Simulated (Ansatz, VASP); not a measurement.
# La in VASP and in Ansatz

```
CELL_PARAMETERS angstrom
0.00000 2.78418 2.78418
2.78418 0.00000 2.78418
2.78418 2.78418 0.00000
ATOMIC_POSITIONS crystal
La 0.87500 0.87500 0.87500
La 0.12500 0.12500 0.12500
```

Change from the starting cell: volume scaled by 0.58, PAW files.

Alike in both runs: task single point; functional PBE; k mesh 9 × 9 × 9; occupations fermi-dirac, width 0.05 eV; no spin polarisation.

```csv
,VASP,Ansatz
version,VASP 6.6.1,Ansatz 0.2.0
potentials or method,"VASP PAW PBE potentials, release 64 (La)","PAW with Ansatz's default frozen-core files, scalar-relativistic"
plane-wave cutoff (eV),520,420
valence electrons in the cell,22,22
```

```tsv
	VASP	Ansatz	Ansatz less VASP
pressure (GPa)	98.2	98.8	+0.56
```

Both programs put the cell under a high pressure, so it lies far from rest at this level.

Neither program's run includes spin-orbit coupling. Noted on VASP's run: the cell as given lies far from equilibrium.
